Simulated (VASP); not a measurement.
# SiO2 (P4_2/mnm) in VASP: a series of runs

The runs below take SiO2 through electric field gradients, with PBE.

Everything below comes from runs of VASP 6.6.1. Logs are shortened: lines on timing, memory, paths and dates and some standing lists are left out, and cuts for length are marked.

### Step 1. The cell of the first run

Symmetry: P4_2/mnm, No. 136, tetragonal system. The conventional cell has a = 4.166 Å, b = 4.166 Å, c = 2.659 Å, α = 90.00°, β = 90.00°, γ = 90.00°. Si (site symmetry mmm) has 6 O at 1.75 to 1.81 Å within 2.3 Å. Within 2.3 Å of O (site symmetry m2m) lie 3 Si at 1.75 to 1.81 Å and 1 O at 2.28 Å.

### Step 2. Electric field gradients, PBE (volume scaled by 0.99)

The input, INCAR:

```
SYSTEM = SiO2
ALGO = Normal ; EDIFF = 1E-8
ENCUT = 520 ; GGA = PE
ISIF = 2 ; ISMEAR = -1
LASPH = .TRUE. ; LCHARG = .FALSE.
LEFG = .TRUE. ; LREAL = .FALSE.
LWAVE = .FALSE. ; NBANDS = 25
NELM = 60 ; PREC = Accurate
SIGMA = 0.03
```

The input, KPOINTS:

```
k-points
0
G
  6 6 9
  0 0 0
```

The input, POSCAR:

```
SiO2
1.0
    4.1661196280      0.0000000000      0.0000000000
    0.0000000000      4.1661196280      0.0000000000
    0.0000000000      0.0000000000      2.6588775253
Si O
2 4
Direct
    0.0000000000      0.0000000000      0.0000000000
    0.5000000000      0.5000000000      0.5000000000
    0.3067000000      0.3067000000      0.0000000000
    0.1933000000      0.8067000000      0.5000000000
    0.6933000000      0.6933000000      0.0000000000
    0.8067000000      0.1933000000      0.5000000000
```

Potentials or basis: VASP PAW PBE potentials, release 64 (Si, O).

On the command line:

```bash
$ cat potpaw_PBE.64/Si/POTCAR potpaw_PBE.64/O/POTCAR > POTCAR
$ mpirun -np 1 vasp_std > vasp.out
```

OUTCAR:

```text
SYSTEM = SiO2
   EDIFF = 1E-8
   ENCUT = 520
   GGA = PE
   ISIF = 2
   ISMEAR = -1
   LASPH = .TRUE.
   LREAL = .FALSE.
   NELM = 60
   PREC = Accurate

 ion  position               nearest neighbor table
   1  0.000  0.000  0.000-   4 1.75   6 1.75   4 1.75   6 1.75   5 1.81   3 1.81
   2  0.500  0.500  0.500-   3 1.75   5 1.75   3 1.75   5 1.75   4 1.81   6 1.81
   3  0.307  0.307  0.000-   2 1.75   2 1.75   1 1.81
   4  0.193  0.807  0.500-   1 1.75   1 1.75   2 1.81
   5  0.693  0.693  0.000-   2 1.75   2 1.75   1 1.81
   6  0.807  0.193  0.500-   1 1.75   1 1.75   2 1.81

  LATTYP: Found a simple tetragonal cell.
 ALAT       =     4.1661196280
 C/A-ratio  =     0.6382143968

  Lattice vectors:

 A1 = (   4.1661196280,   0.0000000000,   0.0000000000)
 A2 = (   0.0000000000,   4.1661196280,   0.0000000000)
 A3 = (   0.0000000000,   0.0000000000,   2.6588775253)

Analysis of symmetry for initial positions (statically):
=====================================================================
 Subroutine PRICEL returns:
 Original cell was already a primitive cell.

 Routine SETGRP: Setting up the symmetry group for a
 simple tetragonal supercell.

 Subroutine GETGRP returns: Found 16 space group operations
 (whereof  8 operations were pure point group operations)
 out of a pool of 16 trial point group operations.

The static configuration has the point symmetry D_2h.
 The point group associated with its full space group is D_4h.

Analysis of symmetry for dynamics (positions and initial velocities):
=====================================================================
 Subroutine PRICEL returns:
 Original cell was already a primitive cell.

 Routine SETGRP: Setting up the symmetry group for a
 simple tetragonal supercell.

 Subroutine GETGRP returns: Found 16 space group operations
 (whereof  8 operations were pure point group operations)
 out of a pool of 16 trial point group operations.

The dynamic configuration has the point symmetry D_2h.
 The point group associated with its full space group is D_4h.

 Subroutine INISYM returns: Found 16 space group operations
 (whereof  8 operations are pure point group operations),
 and found     1 'primitive' translations

[... 149 lines left out ...]

 E-fermi :   8.9542     XC(G=0): -12.3162

 val. band max:        8.3578972706   @ k =   0.0000   0.0000   0.0000
 cond. band min:      14.1538795164   @ k =   0.0000   0.0000   0.0000
 fundamental gap:      5.7959822459
 Fermi energy:         8.9541713141

 k-point     1 :       0.0000    0.0000    0.0000
  band No.  band energies     occupation
      1     -14.3207      2.00000
      2     -10.6250      2.00000
      3     -10.6250      2.00000
      4     -10.4322      2.00000
      5      -2.5322      2.00000
      6       1.8894      2.00000
[... 661 lines left out ...]
     24      21.1399      0.00000
     25      22.4008      0.00000

 [... further k-points ...]
[... 5 lines left out ...]
  --------------------------------------------------------------------------------------
  -------------------------------------------------------------------------------------
  Total        3.9942326      3.9942326      4.5976607      0.0000000      0.0000000      0.0000000
  in kB      138.6698777    138.6698777    159.6194065      0.0000000      0.0000000      0.0000000
  external PRESSURE =     145.6530540 kB  Pullay stress =       0.0000000 kB

 VOLUME and BASIS-vectors are now :
 -----------------------------------------------------------------------------
  energy-cutoff  :      520.00
  volume of cell :       46.15
      direct lattice vectors                 reciprocal lattice vectors
     4.166119628  0.000000000  0.000000000     0.240031514  0.000000000  0.000000000
     0.000000000  4.166119628  0.000000000     0.000000000  0.240031514  0.000000000
     0.000000000  0.000000000  2.658877525     0.000000000  0.000000000  0.376098557

 POSITION                                       TOTAL-FORCE (eV/Angst)
 -----------------------------------------------------------------------------------
      0.00000      0.00000      0.00000         0.000000     -0.000000     -0.000000
      2.08306      2.08306      1.32944         0.000000     -0.000000     -0.000000
      1.27775      1.27775      0.00000        -0.225139     -0.225139     -0.000000
      0.80531      3.36081      1.32944         0.225139     -0.225139     -0.000000
      2.88837      2.88837      0.00000         0.225139      0.225139      0.000000
      3.36081      0.80531      1.32944        -0.225139      0.225139      0.000000
 -----------------------------------------------------------------------------------
    total drift:                                0.000000      0.000000      0.000000

  FREE ENERGIE OF THE ION-ELECTRON SYSTEM (eV)
  ---------------------------------------------------
  free  energy   TOTEN  =       -46.2206496144 eV

  energy  without entropy=      -46.2206496144  energy(sigma->0) =      -46.22064961

 Electric field gradients (V/A^2)
---------------------------------------------------------------------
 ion       V_xx      V_yy      V_zz      V_xy      V_xz      V_yz
---------------------------------------------------------------------
   1       9.331     9.331   -18.662    13.503     0.000    -0.000
   2       9.331     9.331   -18.662   -13.503     0.000     0.000
   3     -23.576   -23.576    47.151    84.974    -0.000    -0.000
   4     -23.576   -23.576    47.151   -84.974     0.000     0.000
   5     -23.576   -23.576    47.151    84.974    -0.000     0.000
   6     -23.576   -23.576    47.151   -84.974     0.000     0.000
---------------------------------------------------------------------

 Electric field gradients after diagonalization (V/A^2)
 (convention: |V_zz| > |V_xx| > |V_yy|)
----------------------------------------------------------------------
 ion       V_xx      V_yy      V_zz     asymmetry (V_yy - V_xx)/ V_zz
----------------------------------------------------------------------
   1     -18.662    -4.173    22.834       0.635
   2     -18.662    -4.173    22.834       0.635
   3      61.398    47.151  -108.549       0.131
   4      61.398    47.151  -108.549       0.131
   5      61.398    47.151  -108.549       0.131
   6      61.398    47.151  -108.549       0.131
----------------------------------------------------------------------

           NMR quadrupolar parameters

 Cq : quadrupolar parameter    Cq=e*Q*V_zz/h
 eta: asymmetry parameters     (V_yy - V_xx)/ V_zz
 Q  : nuclear electric quadrupole moment in mb (millibarn)
----------------------------------------------------------------------
 ion       Cq(MHz)       eta       Q (mb)
----------------------------------------------------------------------
   1       0.055       0.635       1.000
   2       0.055       0.635       1.000
   3      -0.262       0.131       1.000
   4      -0.262       0.131       1.000
   5      -0.262       0.131       1.000
   6      -0.262       0.131       1.000
----------------------------------------------------------------------
```

OSZICAR:

```text
N       E                     dE             d eps       ncg     rms          rms(c)
DAV:   1     0.134678647368E+03    0.13468E+03   -0.17724E+04  2516   0.123E+03
DAV:   2    -0.440618063165E+02   -0.17874E+03   -0.17264E+03  3079   0.282E+02
DAV:   3    -0.508519908011E+02   -0.67902E+01   -0.67636E+01  3324   0.525E+01
DAV:   4    -0.508943870290E+02   -0.42396E-01   -0.42381E-01  2975   0.479E+00
DAV:   5    -0.508947237683E+02   -0.33674E-03   -0.33666E-03  3326   0.402E-01    0.178E+01
DAV:   6    -0.461643586842E+02    0.47304E+01   -0.13212E+01  3148   0.245E+01    0.823E+00
DAV:   7    -0.461994951626E+02   -0.35136E-01   -0.76026E-01  3150   0.516E+00    0.297E+00
DAV:   8    -0.462138670623E+02   -0.14372E-01   -0.24834E-02  3036   0.137E+00    0.110E+00
DAV:   9    -0.462204560181E+02   -0.65890E-02   -0.93179E-03  3196   0.824E-01    0.264E-01
DAV:  10    -0.462206658973E+02   -0.20988E-03   -0.44941E-04  3136   0.153E-01    0.430E-02
DAV:  11    -0.462206483886E+02    0.17509E-04   -0.78644E-05  3234   0.641E-02    0.861E-03
DAV:  12    -0.462206495366E+02   -0.11480E-05   -0.52320E-06  2990   0.164E-02    0.358E-03
DAV:  13    -0.462206496237E+02   -0.87125E-07   -0.71046E-07  3263   0.600E-03    0.394E-03
DAV:  14    -0.462206496144E+02    0.92850E-08   -0.15835E-08  2471   0.887E-04
   1 F= -.46220650E+02 E0= -.46220650E+02  d E =-.921203E-11
```

stdout:

```text
POSCAR found type information on POSCAR SiO
 POSCAR found :  2 types and       6 ions
 scaLAPACK will be used
 LDA part: xc-table for (Slater+PW92), standard interpolation
 POSCAR, INCAR and KPOINTS ok, starting setup
 FFT: planning ... GRIDC
 FFT: planning ... GRID_SOFT
 FFT: planning ... GRID
 WAVECAR not read
 entering main loop
ion   1

ion   2

ion   3

ion   4

ion   5

ion   6
```

Wall time 21 s (1 thread of Intel Xeon Platinum 8559C (Emerald Rapids), shared host); peak memory 0.16 GiB.

Results:

* Free energy: -46.2206 eV
* Pressure: 14.6 GPa
* Largest force: 0.318 eV/Å
* Band gap on the k mesh: 5.80 eV, direct

Forces on the atoms (eV/Å):
```
Si   0.000  0.000  0.000
Si   0.000  0.000  0.000
O   -0.225 -0.225  0.000
O    0.225 -0.225  0.000
O    0.225  0.225  0.000
O   -0.225  0.225  0.000
```

Levels at points of the mesh, in eV from the valence-band top:
```tsv
k point	band 13	band 14	band 15	band 16	band 17	band 18	band 19	band 20
(0.00, 0.00, 0.00)	-2.56	-0.87	-0.87	0.00	5.80	6.73	8.60	8.60
(0.50, 0.00, 0.00)	-2.72	-2.72	-1.08	-1.08	7.86	7.86	9.17	9.17
(0.50, 0.50, 0.00)	-2.65	-2.65	-2.30	-2.30	7.52	7.52	10.15	10.15
```

Electric field gradients, principal values (V/Å²):
```
atom   least   middle  greatest (by size)
1 Si  -4.173  -18.662              22.834
2 Si  -4.173  -18.662              22.834
 3 O  47.151   61.398            -108.549
 4 O  47.151   61.398            -108.549
 5 O  47.151   61.398            -108.549
 6 O  47.151   61.398            -108.549
```

Caveat: without QUAD_EFG the Cq values of the log hold for a quadrupole moment of 1 mb, not for the nuclei. A k mesh can miss the band edges.

### Step 3. Electric field gradients, PBE (volume scaled by 1.02)

The input, INCAR:

```
SYSTEM = SiO2
ALGO = Normal
EDIFF = 1E-8
ENCUT = 520
GGA = PE
ISIF = 2
ISMEAR = -1
LASPH = .TRUE.
LCHARG = .FALSE.
LEFG = .TRUE.
LREAL = .FALSE.
LWAVE = .FALSE.
NBANDS = 25
NELM = 80
PREC = Accurate
SIGMA = 0.03
```

KPOINTS is that of step 2.

POSCAR, as its differences from that of step 2:

```diff
@@ -2,5 +2,5 @@
 1.0
-    4.1661196280      0.0000000000      0.0000000000
-    0.0000000000      4.1661196280      0.0000000000
-    0.0000000000      0.0000000000      2.6588775253
+    4.2077835882      0.0000000000      0.0000000000
+    0.0000000000      4.2077835882      0.0000000000
+    0.0000000000      0.0000000000      2.6854680646
 Si O
```

Potentials or basis: VASP PAW PBE potentials, release 64 (Si, O).

On the command line:

```bash
$ cat potpaw_PBE.64/Si/POTCAR potpaw_PBE.64/O/POTCAR > POTCAR
$ mpirun -np 1 vasp_std > vasp.out
```

OUTCAR:

```text
SYSTEM = SiO2
   EDIFF = 1E-8
   ENCUT = 520
   GGA = PE
   ISIF = 2
   ISMEAR = -1
   LASPH = .TRUE.
   LREAL = .FALSE.
   NELM = 80
   PREC = Accurate

 ion  position               nearest neighbor table
   1  0.000  0.000  0.000-   4 1.77   6 1.77   4 1.77   6 1.77   5 1.83   3 1.83
   2  0.500  0.500  0.500-   3 1.77   5 1.77   3 1.77   5 1.77   4 1.83   6 1.83
   3  0.307  0.307  0.000-   2 1.77   2 1.77   1 1.83
   4  0.193  0.807  0.500-   1 1.77   1 1.77   2 1.83
   5  0.693  0.693  0.000-   2 1.77   2 1.77   1 1.83
   6  0.807  0.193  0.500-   1 1.77   1 1.77   2 1.83

  LATTYP: Found a simple tetragonal cell.
 ALAT       =     4.2077835882
 C/A-ratio  =     0.6382143968

  Lattice vectors:

 A1 = (   4.2077835882,   0.0000000000,   0.0000000000)
 A2 = (   0.0000000000,   4.2077835882,   0.0000000000)
 A3 = (   0.0000000000,   0.0000000000,   2.6854680646)

Analysis of symmetry for initial positions (statically):
=====================================================================
 Subroutine PRICEL returns:
 Original cell was already a primitive cell.
[... 888 lines left out ...]
 -----------------------------------------------------------------------------------
    total drift:                                0.000000      0.000000      0.000000

  FREE ENERGIE OF THE ION-ELECTRON SYSTEM (eV)
  ---------------------------------------------------
  free  energy   TOTEN  =       -46.3055751350 eV

  energy  without entropy=      -46.3055751350  energy(sigma->0) =      -46.30557514

 Electric field gradients (V/A^2)
---------------------------------------------------------------------
 ion       V_xx      V_yy      V_zz      V_xy      V_xz      V_yz
---------------------------------------------------------------------
   1       9.164     9.164   -18.328    13.282     0.000     0.000
   2       9.164     9.164   -18.328   -13.282     0.000     0.000
   3     -24.292   -24.292    48.584    87.631    -0.000    -0.000
   4     -24.292   -24.292    48.584   -87.631     0.000     0.000
   5     -24.292   -24.292    48.584    87.631    -0.000    -0.000
   6     -24.292   -24.292    48.584   -87.631     0.000    -0.000
---------------------------------------------------------------------

 Electric field gradients after diagonalization (V/A^2)
 (convention: |V_zz| > |V_xx| > |V_yy|)
----------------------------------------------------------------------
 ion       V_xx      V_yy      V_zz     asymmetry (V_yy - V_xx)/ V_zz
----------------------------------------------------------------------
   1     -18.328    -4.118    22.446       0.633
   2     -18.328    -4.118    22.446       0.633
   3      63.339    48.584  -111.923       0.132
   4      63.339    48.584  -111.923       0.132
   5      63.339    48.584  -111.923       0.132
   6      63.339    48.584  -111.923       0.132
----------------------------------------------------------------------

           NMR quadrupolar parameters

 Cq : quadrupolar parameter    Cq=e*Q*V_zz/h
 eta: asymmetry parameters     (V_yy - V_xx)/ V_zz
 Q  : nuclear electric quadrupole moment in mb (millibarn)
----------------------------------------------------------------------
 ion       Cq(MHz)       eta       Q (mb)
----------------------------------------------------------------------
   1       0.054       0.633       1.000
   2       0.054       0.633       1.000
   3      -0.271       0.132       1.000
   4      -0.271       0.132       1.000
   5      -0.271       0.132       1.000
   6      -0.271       0.132       1.000
----------------------------------------------------------------------
```

stdout:

```text
POSCAR found type information on POSCAR SiO
 POSCAR found :  2 types and       6 ions
 scaLAPACK will be used
 LDA part: xc-table for (Slater+PW92), standard interpolation
 POSCAR, INCAR and KPOINTS ok, starting setup
 FFT: planning ... GRIDC
 FFT: planning ... GRID_SOFT
 FFT: planning ... GRID
 WAVECAR not read
 entering main loop
ion   1

ion   2

ion   3

ion   4

ion   5

ion   6
```

Wall time 26 s (1 thread of Intel Xeon Platinum 8559C (Emerald Rapids), shared host); peak memory 0.17 GiB.

What came out:

| Quantity | Value |
| --- | --- |
| Free energy | -46.3056 eV |
| Pressure | 4.5 GPa |
| Largest force | 0.104 eV/Å |
| Band gap on the k mesh | 5.26 eV, direct |

Forces on the atoms (eV/Å):
```
Si   0.000  0.000  0.000
Si   0.000  0.000  0.000
O   -0.073 -0.073  0.000
O    0.073 -0.073  0.000
O    0.073  0.073  0.000
O   -0.073  0.073  0.000
```

Stress tensor (GPa, compression positive):
```
4.52 0.00 0.00
0.00 4.52 0.00
0.00 0.00 4.33
```

Electric field gradients, principal values (V/Å²):
| atom | least | middle | greatest (by size) |
| --- | --- | --- | --- |
| 1 Si | -4.118 | -18.328 | 22.446 |
| 2 Si | -4.118 | -18.328 | 22.446 |
| 3 O | 48.584 | 63.339 | -111.923 |
| 4 O | 48.584 | 63.339 | -111.923 |
| 5 O | 48.584 | 63.339 | -111.923 |
| 6 O | 48.584 | 63.339 | -111.923 |

Caveat: without QUAD_EFG the Cq values of the log hold for a quadrupole moment of 1 mb, not for the nuclei. A k mesh can miss the band edges.
